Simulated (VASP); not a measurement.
# NbRu: phonons with r2SCAN

Crystal: NbRu.

```
Nb Ru
1.0
     3.18400    0.00000    0.00000
     0.00000    3.18400    0.00000
     0.00000    0.00000    3.18400
Nb Ru
1 1
Direct
  0.00000 0.00000 0.00000
  0.50000 0.50000 0.50000
```

```
Program                : VASP 6.6.1
Task                   : phonons
Functional             : r2SCAN
Potentials or basis    : VASP PAW PBE potentials, release 64 (Nb_sv, Ru_pv)
Cutoff                 : 520 eV
k mesh                 : 5 × 5 × 5
Occupations            : fermi-dirac, width 0.05 eV
Spin                   : no spin polarisation
Dipole correction      : no
Further INCAR settings : ALGO = Normal; EDIFF = 1e-08; IBRION = 6; POTIM = 0.015; NSW = 1
```

```
Highest phonon frequency at Γ : 183 cm⁻¹
```

Phonon frequencies in cm⁻¹ (negative: imaginary):
```
              q point        frequencies
(0.000, 0.000, 0.000)  0 0 0 183 183 183
```

It took 2.4 min on 1 thread of Intel Xeon 8259CL, with other jobs on the host, peak memory 0.16 GiB.

Caveat: the k points lie up to 0.39 Å⁻¹ apart; the cell stands under pressure or tension, which shifts response properties.
